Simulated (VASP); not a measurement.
# Ir (I4/mmm) in VASP: notebook

Runs on Ir. Level: PBEsol. Tasks: single point.

Everything below comes from runs of VASP 6.6.1. Logs are shortened: lines on timing, memory, paths and dates and some standing lists are left out, and cuts for length are marked.

**1. The cell of the first run**

The structure is tetragonal, space group I4/mmm (No. 139). The conventional cell has a = 2.555 Å, b = 2.555 Å, c = 4.336 Å, α = 90.00°, β = 90.00°, γ = 90.00°. Ir (site symmetry 4/mmm) has 12 Ir at 2.55 to 2.82 Å within 3.4 Å.

**2. Single point, PBEsol**

INCAR reads:

```
  ALGO = Normal
  EDIFF = 1E-6
  ENCUT = 560
  GGA = PS
  GGA_COMPAT = F
  ISIF = 2
  ISMEAR = 0
  LASPH = T
  LCHARG = T
  LELF = T
  LREAL = F
  LVHAR = T
  LWAVE = F
  NBANDS = 14
  NELM = 120
  PREC = Accurate
  SIGMA = 0.15
```

KPOINTS reads:

```
k-points
0
Gamma
  24 24 24
```

POSCAR reads:

```
Ir
1.0
    0.0000000000      1.8065068646      2.1678082376
    1.8065068646      0.0000000000      2.1678082376
    1.8065068646      1.8065068646      0.0000000000
Ir
1
Direct
    0.0000000000      0.0000000000      0.0000000000
```

Potentials or basis: VASP PAW PBE potentials, release 64 (Ir_sv_GW).

Command:

```bash
$ cat potpaw_PBE.64/Ir_sv_GW/POTCAR > POTCAR
$ mpirun -np 1 vasp_std > vasp.out
```

OUTCAR:

```text
EDIFF = 1E-6
   ENCUT = 560
   GGA = PS
   ISIF = 2
   ISMEAR = 0
   LASPH = T
   LREAL = F
   NELM = 120
   PREC = Accurate

 ion  position               nearest neighbor table
   1  0.000  0.000  0.000-

  LATTYP: Found a body centered tetragonal cell.
 ALAT       =     2.5547865084
 C/A-ratio  =     1.6970562749

  Lattice vectors:

 A1 = (  -1.8065068646,   0.0000000000,   2.1678082376)
 A2 = (   1.8065068646,   0.0000000000,   2.1678082376)
 A3 = (   0.0000000000,   1.8065068646,  -2.1678082376)

Analysis of symmetry for initial positions (statically):
=====================================================================
 Subroutine PRICEL returns:
 Original cell was already a primitive cell.

 Routine SETGRP: Setting up the symmetry group for a
 body centered tetragonal supercell.

 Subroutine GETGRP returns: Found 16 space group operations
 (whereof 16 operations were pure point group operations)
 out of a pool of 16 trial point group operations.

The static configuration has the point symmetry D_4h.

Analysis of symmetry for dynamics (positions and initial velocities):
=====================================================================
 Subroutine PRICEL returns:
 Original cell was already a primitive cell.

 Routine SETGRP: Setting up the symmetry group for a
 body centered tetragonal supercell.

 Subroutine GETGRP returns: Found 16 space group operations
 (whereof 16 operations were pure point group operations)
 out of a pool of 16 trial point group operations.

The dynamic configuration has the point symmetry D_4h.

 Subroutine INISYM returns: Found 16 space group operations
 (whereof 16 operations are pure point group operations),
 and found     1 'primitive' translations

----------------------------------------------------------------------------------------

                                     Primitive cell

  volume of cell :      14.1491

  direct lattice vectors                    reciprocal lattice vectors
     0.000000000  1.806506865  2.167808238    -0.276777249  0.276777249  0.230647707
     1.806506865  0.000000000  2.167808238     0.276777249 -0.276777249  0.230647707
     1.806506865  1.806506865  0.000000000     0.276777249  0.276777249 -0.230647707

  length of vectors
     2.821853931  2.821853931  2.554786508     0.454323294  0.454323294  0.454323294

  position of ions in fractional coordinates (direct lattice)
     0.000000000  0.000000000  0.000000000

  ion indices of the primitive-cell ions
   primitive index   ion index
                 1           1

----------------------------------------------------------------------------------------

[... 83 lines left out ...]
   EFERMI =   0.00;   METHOD = LEGACY
   ISMEAR =     0;   SIGMA  =   0.15  broadening in eV -4-tet -1-fermi 0-gaus
   EFERMI_NEDOS =   21; number of points for ismear=-14 and -15
   IALGO  =     38    algorithm
   IMIX   =      4    mixing-type and parameters
     AMIX     =   0.40;   BMIX     =  1.00
     AMIX_MAG =   1.60;   BMIX_MAG =  1.00
  volume/ion in A,a.u.               =      14.15        95.48
  Fermi-wavevector in a.u.,A,eV,Ry     =   1.740395  3.288869 41.211694  3.028974
  Thomas-Fermi vector in A             =   2.813052
   LORBIT       =      0    0 simple, 1 ext, 2 COOP (PROOUT), +10 PAW based schemes
   GGA     = PS    functional components
   LHFCALC =     F    Hartree Fock is set to
   AEXX    =    0.0000 exact exchange contribution
   IVDW    =     0    specifies the selected vdW correction
   LEPSILON=     F    determine dielectric tensor
   LRPA    =     F    only Hartree local field effects (RPA)
 non-spin polarized calculation
 Gauss-broadening in eV      SIGMA  =   0.15
  energy-cutoff  :      560.00
  volume of cell :       14.15
 maximum number of plane-waves:       437
 NGX is ok and might be reduce to    24

 number of electron      17.0000000 magnetization

 Free energy of the ion-electron system (eV)
  ---------------------------------------------------
  ext. energy  EPLUGINS =         0.00000000
  ---------------------------------------------------
  free energy    TOTEN  =       -10.03955980 eV

  energy without entropy =      -10.02651407  energy(sigma->0) =      -10.03303694

 E-fermi :  12.6934     XC(G=0): -14.6898

 val. band max:       12.6897294350   @ k =  -0.1250   0.0000   0.0417
 cond. band min:      12.6937630983   @ k =  -0.2500   0.3333   0.0833
 fundamental gap:      0.0040336633
 Fermi energy:        12.6934033116

 k-point     1 :       0.0000    0.0000    0.0000
  band No.  band energies     occupation
      1     -80.2368      2.00000
      2     -36.7106      2.00000
      3     -36.5573      2.00000
      4     -36.5573      2.00000
      5       1.5788      2.00000
      6       7.2667      2.00000
      7       9.6736      2.00000
      8       9.9491      2.00000
      9       9.9491      2.00000
     10      13.0828      0.00024
     11      26.8754      0.00000
     12      28.6286      0.00000
     13      33.7052      0.00000
     14      33.7052      0.00000
[... 377 lines left out ...]
      1     -80.1655      2.00000
      2     -37.4288      2.00000
      3     -36.8575      2.00000
      4     -36.5693      2.00000
      5       4.7261      2.00000
      6       7.5987      2.00000
      7      10.1084      2.00000
      8      11.3488      2.00000
      9      13.1696      0.00001
     10      13.7787      0.00000
     11      20.9952      0.00000
     12      25.5672      0.00000
     13      32.0964      0.00000
     14      33.7041      0.00000

 [... further k-points ...]

------------------------ aborting loop because EDIFF is reached ----------------------------------------

  FORCE on cell =-STRESS in cart. coord.  units (eV):
  Direction    XX          YY          ZZ          XY          YZ          ZX
  --------------------------------------------------------------------------------------
  -------------------------------------------------------------------------------------
  Total        2.2337331      2.2337331     -3.2942597      0.0000000     -0.0000000      0.0000000
  in kB      252.9366587    252.9366587   -373.0253324      0.0000000     -0.0000000      0.0000000
  external PRESSURE =      44.2826617 kB  Pullay stress =       0.0000000 kB

 VOLUME and BASIS-vectors are now :
 -----------------------------------------------------------------------------
  energy-cutoff  :      560.00
  volume of cell :       14.15
      direct lattice vectors                 reciprocal lattice vectors
     0.000000000  1.806506865  2.167808238    -0.276777249  0.276777249  0.230647707
     1.806506865  0.000000000  2.167808238     0.276777249 -0.276777249  0.230647707
     1.806506865  1.806506865  0.000000000     0.276777249  0.276777249 -0.230647707

 POSITION                                       TOTAL-FORCE (eV/Angst)
 -----------------------------------------------------------------------------------
      0.00000      0.00000      0.00000         0.000000     -0.000000      0.000000
 -----------------------------------------------------------------------------------
    total drift:                                0.000000      0.000000     -0.000000

  FREE ENERGIE OF THE ION-ELECTRON SYSTEM (eV)
  ---------------------------------------------------
  free  energy   TOTEN  =       -10.0395598016 eV

  energy  without entropy=      -10.0265140712  energy(sigma->0) =      -10.03303694
```

stdout:

```text
POSCAR found type information on POSCAR Ir
 POSCAR found :  1 types and       1 ions
 scaLAPACK will be used
 -----------------------------------------------------------------------------
|                                                                             |
|                                                                             |
|     You enforced a specific xc type in the INCAR file but a different       |
|     I HOPE YOU KNOW WHAT YOU ARE DOING!                                     |
|                                                                             |
 -----------------------------------------------------------------------------

 LDA part: xc-table for (Slater+PW92), standard interpolation
 POSCAR, INCAR and KPOINTS ok, starting setup
 FFT: planning ... GRIDC
 FFT: planning ... GRID_SOFT
 FFT: planning ... GRID
 WAVECAR not read
 entering main loop
```

Wall time 2.1 min (1 thread of Intel Xeon Platinum 8259CL at 2.50GHz (Skylake/Cascade Lake), shared host); peak memory 0.35 GiB.

What came out:

```yaml
Free_energy: -10.0396 eV
Pressure: 4.4 GPa
Band_gap_on_the_k_mesh: zero (an odd number of electrons rules out a gap without spin polarisation)
```

Stress tensor (GPa, compression positive):
```
 25.29   0.00   0.00
  0.00  25.29   0.00
  0.00   0.00 -37.30
```

Caveat: the stress differs along the axes, from -37 to 25 GPa; the PAW data sets were made with another functional, which shifts forces and pressure a little; spin-orbit coupling is left out, which moves the levels of the heavy elements.

**3. Single point, PBEsol**

This run uses another cell than the first one, of the same volume but with other edges.

INCAR reads:

```
SYSTEM = Ir
PREC = Accurate
ENCUT = 560
EDIFF = 1E-6
ISMEAR = 0
SIGMA = 0.15
LREAL = .FALSE.
LASPH = .TRUE.
NELM = 120
ALGO = Normal
ISIF = 2
LWAVE = .FALSE.
LCHARG = .FALSE.
GGA = PS
NBANDS = 14
GGA_COMPAT = .FALSE.
```

KPOINTS reads:

```
regular mesh
0
G
  24 24 24
  0 0 0
```

POSCAR reads:

```
Ir
1.0
    0.0000000000      2.0265643084      1.7225796622
    2.0265643084      0.0000000000      1.7225796622
    2.0265643084      2.0265643084      0.0000000000
Ir
1
Direct
    0.0000000000      0.0000000000      0.0000000000
```

Potentials or basis: VASP PAW PBE potentials, release 64 (Ir_sv_GW).

Command:

```bash
$ cat potpaw_PBE.64/Ir_sv_GW/POTCAR > POTCAR
$ mpirun -np 1 vasp_std > vasp.out
```

Wall time 2.8 min (1 thread of AMD EPYC 9R45 (Zen 5), shared host); peak memory 0.32 GiB.

Results (log left out):

```
Free energy            : -10.1445 eV
Pressure               : 0.5 GPa
Band gap on the k mesh : zero (an odd number of electrons rules out a gap without spin polarisation)
```

Stress tensor (GPa, compression positive):
```
-15.52   0.00   0.00
  0.00 -15.52   0.00
  0.00   0.00  32.44
```

Levels at points of the mesh, in eV from the Fermi level:
```tsv
k point	band 5	band 6	band 7	band 8	band 9	band 10	band 11	band 12
(0.00, 0.00, 0.00)	-11.09	-4.22	-4.22	-2.51	-2.38	-0.17	14.15	17.52
(0.50, 0.00, 0.00)	-8.03	-4.96	-2.59	-0.64	0.30	1.66	7.56	13.01
(0.50, 0.50, 0.00)	-7.68	-7.44	0.99	1.62	1.62	4.26	9.68	9.68
(0.50, 0.00, 0.50)	-7.90	-6.93	0.56	0.57	0.66	2.23	9.29	11.71
```

Caveat: the stress differs along the axes, from -16 to 32 GPa; the PAW data sets were made with another functional, which shifts forces and pressure a little; spin-orbit coupling is left out, which moves the levels of the heavy elements.

**4. Single point, PBEsol**

This run uses another cell than the first one, of the same volume but with other edges.

INCAR is that of step 3.

KPOINTS is that of step 3.

POSCAR reads:

```
Ir
1.0
    0.0000000000      1.7589449499      2.2866284348
    1.7589449499      0.0000000000      2.2866284348
    1.7589449499      1.7589449499      0.0000000000
Ir
1
Direct
    0.0000000000      0.0000000000      0.0000000000
```

Command:

```bash
$ cat potpaw_PBE.64/Ir_sv_GW/POTCAR > POTCAR
$ mpirun -np 1 vasp_std > vasp.out
```

Run time: 2.9 min. Hardware: 1 thread of AMD EPYC 7R43 (Zen 3), shared host; peak memory 0.31 GiB.

The run converged. Its results:

| Item | Value |
| --- | --- |
| Free energy | -9.7015 eV |
| Pressure | 14.5 GPa |
| Band gap on the k mesh | zero (an odd number of electrons rules out a gap without spin polarisation) |

Stress tensor (GPa, compression positive):
```
 41.29   0.00   0.00
  0.00  41.29   0.00
  0.00   0.00 -39.14
```

Levels at points of the mesh, in eV from the Fermi level:
```
           k point  band 4  band 5  band 6  band 7  band 8  band 9  band 10  band 11  band 12  band 13
(0.00, 0.00, 0.00)  -49.11  -11.03   -6.05   -3.83   -2.05   -2.05     1.08    14.81    14.85    21.82
(0.50, 0.00, 0.00)  -49.07   -7.89   -5.44   -2.21   -0.47    0.57     1.18     8.24    12.05    19.23
(0.50, 0.50, 0.00)  -49.21   -8.23   -7.42   -1.22    1.34    1.34     1.70     6.22    14.97    14.97
(0.50, 0.00, 0.50)  -49.38   -7.93   -6.79   -0.63    0.14    3.75     3.86     9.48    11.98    13.63
```

Caveat: the stress differs along the axes, from -39 to 41 GPa; the PAW data sets were made with another functional, which shifts forces and pressure a little; spin-orbit coupling is left out, which moves the levels of the heavy elements.

**5. Single point, PBEsol**

This run uses another cell than the first one, of the same volume but with other edges.

INCAR reads:

```
PREC = Accurate ; ENCUT = 560
EDIFF = 1E-6 ; ISMEAR = 0
SIGMA = 0.15 ; LREAL = F
LASPH = T ; NELM = 120
ALGO = Normal ; ISIF = 2
LWAVE = F ; LCHARG = F
GGA = PS ; NBANDS = 14
GGA_COMPAT = F
```

KPOINTS reads:

```
regular mesh
0
Gamma
  24 24 24
```

POSCAR reads:

```
Ir
1.0
    0.0000000000      2.0854598384      1.6266586740
    2.0854598384      0.0000000000      1.6266586740
    2.0854598384      2.0854598384      0.0000000000
Ir
1
Direct
    0.0000000000      0.0000000000      0.0000000000
```

Command:

```bash
$ cat potpaw_PBE.64/Ir_sv_GW/POTCAR > POTCAR
$ mpirun -np 1 vasp_std > vasp.out
```

Wall time 2.2 min (1 thread of AMD EPYC 7R43 (Zen 3), shared host); peak memory 0.32 GiB.

Results (log left out):

```
Free energy            : -9.8864 eV
Pressure               : 5.3 GPa
Band gap on the k mesh : zero (an odd number of electrons rules out a gap without spin polarisation)
```

Stress tensor (GPa, compression positive):
```
-11.06   0.00   0.00
  0.00 -11.06   0.00
  0.00   0.00  37.96
```

Levels at points of the mesh, in eV from the Fermi level:
| k point | band 4 | band 5 | band 6 | band 7 | band 8 | band 9 | band 10 | band 11 | band 12 | band 13 |
| --- | --- | --- | --- | --- | --- | --- | --- | --- | --- | --- |
| (0.00, 0.00, 0.00) | -48.97 | -10.97 | -4.05 | -4.05 | -3.10 | -1.51 | -0.06 | 14.92 | 16.88 | 16.88 |
| (0.50, 0.00, 0.00) | -49.04 | -7.89 | -5.30 | -1.63 | -0.40 | 0.07 | 2.10 | 7.92 | 12.85 | 17.52 |
| (0.50, 0.50, 0.00) | -49.66 | -7.44 | -7.41 | 1.27 | 1.70 | 1.70 | 5.92 | 8.87 | 8.87 | 14.65 |
| (0.50, 0.00, 0.50) | -49.19 | -7.79 | -6.38 | 0.11 | 0.26 | 0.27 | 2.43 | 8.83 | 12.08 | 15.20 |

Caveat: the stress differs along the axes, from -11 to 38 GPa; the PAW data sets were made with another functional, which shifts forces and pressure a little; spin-orbit coupling is left out, which moves the levels of the heavy elements.

**6. Summary**

| cell | gap on the mesh (eV) | pressure (GPa) |
| --- | --- | --- |
| a = 2.822, b = 2.822, c = 2.555 Å, angles 63.1, 63.1, 53.8°, 1 atom | none | 4.4 |
| a = 2.660, b = 2.660, c = 2.866 Å, angles 57.4, 57.4, 65.2°, 1 atom | none | 0.5 |
| a = 2.885, b = 2.885, c = 2.488 Å, angles 64.5, 64.5, 51.1°, 1 atom | none | 14.5 |
| a = 2.645, b = 2.645, c = 2.949 Å, angles 56.1, 56.1, 67.8°, 1 atom | none | 5.3 |

Alike in all rows: task single point; level PBEsol; potentials or basis VASP PAW PBE potentials, release 64 (Ir_sv_GW); no spin polarisation; k mesh 24 × 24 × 24; cutoff (eV) 560; smearing gaussian 0.15 eV.

Caveats: the PAW data sets were made with another functional, which shifts forces and pressure a little; spin-orbit coupling is left out, which moves the levels of the heavy elements; the stress differs along the axes, from -37 to 25 GPa (at least some runs); the stress differs along the axes, from -16 to 32 GPa (at least some runs); the stress differs along the axes, from -39 to 41 GPa (at least some runs); the stress differs along the axes, from -11 to 38 GPa (at least some runs).

Total energies depend on the potentials used, so only differences within one code and one set of settings carry meaning.
